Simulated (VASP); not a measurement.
Ni2SbTe:

```
CELL_PARAMETERS angstrom
3.96562 0.00000 0.00000
-1.98281 3.43433 0.00000
0.00000 0.00000 5.20348
ATOMIC_POSITIONS crystal
Te 0.33333 0.66667 0.00000
Sb 0.66667 0.33333 0.50000
Ni 0.00000 0.00000 0.25318
Ni 0.00000 0.00000 0.74682
```

Base run:

```yaml
Program: VASP 6.6.1
Functional: PBE
Potentials_or_basis: VASP PAW PBE potentials, release 64 (Te, Sb, Ni)
Cutoff: 520 eV
k_mesh: 7 × 7 × 5
Occupations: fermi-dirac, width 0.05 eV
Spin: collinear spin, ferromagnetic start
Starting_moments: "[0.0, 0.0, 2.0, 2.0] μB"
Fixed_moment: 4 μB
```

Its results: pressure 13.2 GPa; site moments Te +0.46; Sb +0.45; Ni +1.17 μB.

Task: The run is repeated on the same cell with these changes: fixed moment from 4 μB to 0.5 μB; moments at the start from [0.0, 0.0, 2.0, 2.0] to [0.0, 0.0, 0.25, 0.25]. What comes out?

Result: Pressure 3.0 GPa; site moments Te +0.05; Sb +0.04; Ni +0.18 μB.

Caveats: the total moment is fixed, so each spin has its own Fermi level and the state may be an excited one; the cell stands under pressure (at least some runs).
